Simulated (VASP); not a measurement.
# Ta (Im-3m) in VASP: single point with PBE

Aim: the single point of Ta with PBE.

All numbers are computed with VASP 6.6.1; they aren't measurements. Logs are shortened: lines on timing, memory, paths and dates and some standing lists are left out, and cuts for length are marked.

**1. The cell of the first run**

Symmetry: Im-3m, No. 229, cubic system. The conventional cell has a = 3.343 Å, b = 3.343 Å, c = 3.343 Å, α = 90.00°, β = 90.00°, γ = 90.00°. Within 3.8 Å of Ta (site symmetry m-3m) lie 14 Ta at 2.89 to 3.34 Å.

**2. Single point, PBE**

File INCAR:

```
SYSTEM = Ta
PREC = Accurate ; ENCUT = 520
EDIFF = 1E-6 ; ISMEAR = -1
SIGMA = 0.5 ; LREAL = Auto
LASPH = .True. ; NELM = 80
ALGO = Normal ; ISIF = 2
LWAVE = .False. ; LCHARG = .False.
GGA = PE ; NBANDS = 102
```

File KPOINTS:

```
regular mesh
0
Gamma
  3 3 3
  0 0 0
```

File POSCAR:

```
Ta
1.0
    6.6850385859      0.0000000000      0.0000000000
    0.0000000000      6.6850385859      0.0000000000
    0.0000000000      0.0000000000      6.6850385859
Ta
16
Direct
    0.0000000000      0.0000000000      0.0000000000
    0.2500000000      0.2500000000      0.2500000000
    0.0000000000      0.0000000000      0.5000000000
    0.2500000000      0.2500000000      0.7500000000
    0.0000000000      0.5000000000      0.0000000000
    0.2500000000      0.7500000000      0.2500000000
    0.0000000000      0.5000000000      0.5000000000
    0.2500000000      0.7500000000      0.7500000000
    0.5000000000      0.0000000000      0.0000000000
    0.7500000000      0.2500000000      0.2500000000
    0.5000000000      0.0000000000      0.5000000000
    0.7500000000      0.2500000000      0.7500000000
    0.5000000000      0.5000000000      0.0000000000
    0.7500000000      0.7500000000      0.2500000000
    0.5000000000      0.5000000000      0.5000000000
    0.7500000000      0.7500000000      0.7500000000
```

Potentials or basis: VASP PAW PBE potentials, release 64 (Ta_pv).

On the command line:

```sh
> cat potpaw_PBE.64/Ta_pv/POTCAR > POTCAR
> mpirun -np 1 vasp_std > vasp.out
```

OUTCAR:

```text
SYSTEM = Ta
   PREC = Accurate
   ENCUT = 520
   EDIFF = 1E-6
   ISMEAR = -1
   LREAL = Auto
   LASPH = .True.
   NELM = 80
   ISIF = 2
   GGA = PE

 ion  position               nearest neighbor table
   1  0.000  0.000  0.000-   2 2.89   4 2.89   6 2.89   8 2.89  10 2.89  12 2.89  14 2.89  16 2.89
                             5 3.34   9 3.34   3 3.34   3 3.34   5 3.34   9 3.34
   2  0.250  0.250  0.250-   1 2.89   3 2.89   5 2.89   7 2.89   9 2.89  11 2.89  13 2.89  15 2.89
                             4 3.34   6 3.34  10 3.34   4 3.34   6 3.34  10 3.34
   3  0.000  0.000  0.500-   2 2.89   4 2.89   6 2.89   8 2.89  10 2.89  12 2.89  14 2.89  16 2.89
                             1 3.34   7 3.34  11 3.34   1 3.34   7 3.34  11 3.34
   4  0.250  0.250  0.750-   1 2.89   3 2.89   5 2.89   7 2.89   9 2.89  11 2.89  13 2.89  15 2.89
                            12 3.34   2 3.34   8 3.34   2 3.34   8 3.34  12 3.34
   5  0.000  0.500  0.000-   2 2.89   4 2.89   6 2.89   8 2.89  10 2.89  12 2.89  14 2.89  16 2.89
                            13 3.34   7 3.34   1 3.34   7 3.34   1 3.34  13 3.34
   6  0.250  0.750  0.250-   1 2.89   3 2.89   5 2.89   7 2.89   9 2.89  11 2.89  13 2.89  15 2.89
                             2 3.34  14 3.34   8 3.34   8 3.34   2 3.34  14 3.34
   7  0.000  0.500  0.500-   2 2.89   4 2.89   6 2.89   8 2.89  10 2.89  12 2.89  14 2.89  16 2.89
                             3 3.34  15 3.34   5 3.34   5 3.34   3 3.34  15 3.34
   8  0.250  0.750  0.750-   1 2.89   3 2.89   5 2.89   7 2.89   9 2.89  11 2.89  13 2.89  15 2.89
                             6 3.34   4 3.34  16 3.34   6 3.34   4 3.34  16 3.34
   9  0.500  0.000  0.000-   2 2.89   4 2.89   6 2.89   8 2.89  10 2.89  12 2.89  14 2.89  16 2.89
                            13 3.34  11 3.34   1 3.34  11 3.34  13 3.34   1 3.34
  10  0.750  0.250  0.250-   1 2.89   3 2.89   5 2.89   7 2.89   9 2.89  11 2.89  13 2.89  15 2.89
                             2 3.34  14 3.34  12 3.34  12 3.34  14 3.34   2 3.34
  11  0.500  0.000  0.500-   2 2.89   4 2.89   6 2.89   8 2.89  10 2.89  12 2.89  14 2.89  16 2.89
                             3 3.34  15 3.34   9 3.34   9 3.34  15 3.34   3 3.34
  12  0.750  0.250  0.750-   1 2.89   3 2.89   5 2.89   7 2.89   9 2.89  11 2.89  13 2.89  15 2.89
                            10 3.34   4 3.34  16 3.34  10 3.34  16 3.34   4 3.34
  13  0.500  0.500  0.000-   2 2.89   4 2.89   6 2.89   8 2.89  10 2.89  12 2.89  14 2.89  16 2.89
                             5 3.34  15 3.34   9 3.34  15 3.34   9 3.34   5 3.34
  14  0.750  0.750  0.250-   1 2.89   3 2.89   5 2.89   7 2.89   9 2.89  11 2.89  13 2.89  15 2.89
                            10 3.34   6 3.34  16 3.34  16 3.34  10 3.34   6 3.34
  15  0.500  0.500  0.500-   2 2.89   4 2.89   6 2.89   8 2.89  10 2.89  12 2.89  14 2.89  16 2.89
                            13 3.34  11 3.34   7 3.34  13 3.34  11 3.34   7 3.34
  16  0.750  0.750  0.750-   1 2.89   3 2.89   5 2.89   7 2.89   9 2.89  11 2.89  13 2.89  15 2.89
                             8 3.34  14 3.34  12 3.34  14 3.34  12 3.34   8 3.34

  LATTYP: Found a simple cubic cell.
 ALAT       =     6.6850385859

  Lattice vectors:

 A1 = (   6.6850385859,   0.0000000000,   0.0000000000)
 A2 = (   0.0000000000,   6.6850385859,   0.0000000000)
 A3 = (   0.0000000000,   0.0000000000,   6.6850385859)

Analysis of symmetry for initial positions (statically):
=====================================================================
 Subroutine PRICEL returns following result:

  LATTYP: Found a body centered cubic cell.
 ALAT       =     3.3425192930

  Lattice vectors:

 A1 = (   1.6712596465,   1.6712596465,  -1.6712596465)
 A2 = (  -1.6712596465,   1.6712596465,   1.6712596465)
 A3 = (   1.6712596465,  -1.6712596465,   1.6712596465)

  16 primitive cells build up your supercell.

 Routine SETGRP: Setting up the symmetry group for a
 simple cubic supercell.

 Subroutine GETGRP returns: Found 48 space group operations
 (whereof 48 operations were pure point group operations)
 out of a pool of 48 trial point group operations.

The static configuration has the point symmetry O_h .

Analysis of symmetry for dynamics (positions and initial velocities):
=====================================================================
 Subroutine PRICEL returns following result:

  LATTYP: Found a body centered cubic cell.
 ALAT       =     3.3425192930

  Lattice vectors:

 A1 = (   1.6712596465,   1.6712596465,  -1.6712596465)
 A2 = (  -1.6712596465,   1.6712596465,   1.6712596465)
 A3 = (   1.6712596465,  -1.6712596465,   1.6712596465)

  16 primitive cells build up your supercell.

 Routine SETGRP: Setting up the symmetry group for a
 simple cubic supercell.

 Subroutine GETGRP returns: Found 48 space group operations
 (whereof 48 operations were pure point group operations)
[... 34 lines left out ...]
 Grid dimensions read from file:
 generate k-points for:    3    3    3

 Generating k-lattice:

  Cartesian coordinates                     Fractional coordinates (reciprocal lattice)
     0.049862589  0.000000000  0.000000000     0.333333333  0.000000000  0.000000000
     0.000000000  0.049862589  0.000000000     0.000000000  0.333333333  0.000000000
     0.000000000  0.000000000  0.049862589     0.000000000  0.000000000  0.333333333

  Length of vectors
     0.049862589  0.049862589  0.049862589

  Shift w.r.t. Gamma in fractional coordinates (k-lattice)
     0.000000000  0.000000000  0.000000000

 Subroutine IBZKPT returns following result:
 ===========================================

 Found      4 irreducible k-points:

 Following reciprocal coordinates:
            Coordinates               Weight
  0.000000  0.000000  0.000000      1.000000
  0.333333  0.000000  0.000000      6.000000
  0.333333  0.333333  0.000000     12.000000
  0.333333  0.333333  0.333333      8.000000
   k-points           NKPTS =      4   k-points in BZ     NKDIM =      4   number of bands    NBANDS=    102
   number of dos      NEDOS =    301   number of ions     NIONS =     16
   total plane-waves  NPLWV = 125000
   dimension x,y,z NGX =    50 NGY =   50 NGZ =   50
   dimension x,y,z NGXF=   100 NGYF=  100 NGZF=  100
   ions per type =              16
   NGX,Y,Z   is equivalent  to a cutoff of  12.43, 12.43, 12.43 a.u.
   NGXF,Y,Z  is equivalent  to a cutoff of  24.87, 24.87, 24.87 a.u.
 SYSTEM =  Ta
   PREC   = accura    normal or accurate (medium, high low for compatibility)
   ISTART =      0    job   : 0-new  1-cont  2-samecut
   ICHARG =      2    charge: 1-file 2-atom 10-const
   ISPIN  =      1    spin polarized calculation?
   LNONCOLLINEAR =      F non collinear calculations
   LSORBIT =      F    spin-orbit coupling
   LASPH  =      T    aspherical Exc in radial PAW
   ENCUT  =  520.0 eV  38.22 Ry    6.18 a.u.  12.43 12.43 12.43*2*pi/ulx,y,z
   NELM   =     80;   NELMIN=  2; NELMDL= -5     # of ELM steps
   EDIFF  = 0.1E-05   stopping-criterion for ELM
   LREAL  =      T    real-space projection
   EDIFFG = 0.1E-04   stopping-criterion for IOM
   NSW    =      0    number of steps for IOM
   IBRION =     -1    ionic relax: 0-MD 1-quasi-New 2-CG
   NFREE  =      0    steps in history (QN), initial steepest desc. (CG)
   ISIF   =      2    stress and relaxation
   ISYM   =      2    0-nonsym 1-usesym 2-fastsym
   POTIM  = 0.5000    time-step for ionic-motion
   TEBEG  =    0.0;   TEEND  =   0.0 temperature during run
   PSTRESS=    0.0 pullay stress
   NELECT =     176.0000    total number of electrons
   NUPDOWN=      -1.0000    fix difference up-down
   EMIN   =  10.00;   EMAX   =-10.00  energy-range for DOS
   EFERMI =   0.00;   METHOD = LEGACY
   ISMEAR =    -1;   SIGMA  =   0.50  broadening in eV -4-tet -1-fermi 0-gaus
   EFERMI_NEDOS =   21; number of points for ismear=-14 and -15
   IALGO  =     38    algorithm
   IMIX   =      4    mixing-type and parameters
     AMIX     =   0.40;   BMIX     =  1.00
     AMIX_MAG =   1.60;   BMIX_MAG =  1.00
  volume/ion in A,a.u.               =      18.67       126.01
  Fermi-wavevector in a.u.,A,eV,Ry     =   1.372382  2.593427 25.625667  1.883433
  Thomas-Fermi vector in A             =   2.497994
   LORBIT       =      0    0 simple, 1 ext, 2 COOP (PROOUT), +10 PAW based schemes
   GGA     = PE    functional components
   LHFCALC =     F    Hartree Fock is set to
   AEXX    =    0.0000 exact exchange contribution
   IVDW    =     0    specifies the selected vdW correction
   LEPSILON=     F    determine dielectric tensor
   LRPA    =     F    only Hartree local field effects (RPA)
 non-spin polarized calculation
  energy-cutoff  :      520.00
  volume of cell :      298.75
 maximum number of plane-waves:      8121
 NGX is ok and might be reduce to    50
   NGX = 25   NGY = 25   NGZ = 25

 number of electron     175.9999951 magnetization

 Free energy of the ion-electron system (eV)
  ---------------------------------------------------
  ext. energy  EPLUGINS =         0.00000000
  ---------------------------------------------------
  free energy    TOTEN  =      -196.45875739 eV

  energy without entropy =     -183.15126184  energy(sigma->0) =     -189.80500961

 E-fermi :   5.4494     XC(G=0): -12.4316

 val. band max:        5.3108709390   @ k =   0.3333   0.0000   0.0000
 cond. band min:       5.4557256744   @ k =   0.3333   0.0000   0.0000
 fundamental gap:      0.1448547354
 Fermi energy:         5.4494275184

 k-point     1 :       0.0000    0.0000    0.0000
  band No.  band energies     occupation
      1     -29.0252      2.00000
      2     -29.0252      2.00000
      3     -29.0252      2.00000
      4     -29.0252      2.00000
      5     -29.0252      2.00000
      6     -29.0252      2.00000
[... 401 lines left out ...]
     99       8.1385      0.00919
    100       8.1386      0.00919
 [bands above 100 left out]

------------------------ aborting loop because EDIFF is reached ----------------------------------------

  FORCE on cell =-STRESS in cart. coord.  units (eV):
  Direction    XX          YY          ZZ          XY          YZ          ZX
  --------------------------------------------------------------------------------------
  -------------------------------------------------------------------------------------
  Total        0.0134308      0.0134308      0.0134308     -0.0000000      0.0000000      0.0000000
  in kB        0.0720278      0.0720278      0.0720278     -0.0000000      0.0000000      0.0000000
  external PRESSURE =       0.0720278 kB  Pullay stress =       0.0000000 kB

 VOLUME and BASIS-vectors are now :
 -----------------------------------------------------------------------------
  energy-cutoff  :      520.00
  volume of cell :      298.75
      direct lattice vectors                 reciprocal lattice vectors
     6.685038586  0.000000000  0.000000000     0.149587768  0.000000000  0.000000000
     0.000000000  6.685038586  0.000000000     0.000000000  0.149587768  0.000000000
     0.000000000  0.000000000  6.685038586     0.000000000  0.000000000  0.149587768

 POSITION                                       TOTAL-FORCE (eV/Angst)
 -----------------------------------------------------------------------------------
      0.00000      0.00000      0.00000        -0.000000      0.000000      0.000000
      1.67126      1.67126      1.67126         0.000000     -0.000000      0.000000
      0.00000      0.00000      3.34252        -0.000000      0.000000      0.000000
      1.67126      1.67126      5.01378        -0.000000     -0.000000     -0.000000
      0.00000      3.34252      0.00000        -0.000000     -0.000000      0.000000
      1.67126      5.01378      1.67126        -0.000000      0.000000     -0.000000
[... 8 lines left out ...]
      3.34252      3.34252      3.34252         0.000000      0.000000     -0.000000
      5.01378      5.01378      5.01378        -0.000000      0.000000     -0.000000
 -----------------------------------------------------------------------------------
    total drift:                                0.000000     -0.000000     -0.000000

  FREE ENERGIE OF THE ION-ELECTRON SYSTEM (eV)
  ---------------------------------------------------
  free  energy   TOTEN  =      -196.4587573904 eV

  energy  without entropy=     -183.1512618358  energy(sigma->0) =     -189.80500961
```

Run time: 9.2 min. Hardware: 1 thread of AMD EPYC 7R13 (Zen 3), shared host; peak memory 0.35 GiB.

Results:

| Quantity | Value |
| --- | --- |
| Free energy | -196.4588 eV |
| Pressure | 0.0 GPa |
| Band gap on the k mesh | zero (band 88 reaches 6.44 eV, above the bottom of band 89 at 4.73 eV) |

Levels at points of the mesh, in eV from the Fermi level:
```
           k point  band 85  band 86  band 87  band 88  band 89  band 90  band 91  band 92
(0.00, 0.00, 0.00)     0.99     0.99     0.99     0.99     0.99     0.99     0.99     0.99
```

Caveat: spin-orbit coupling is left out, which moves the levels of the heavy elements.
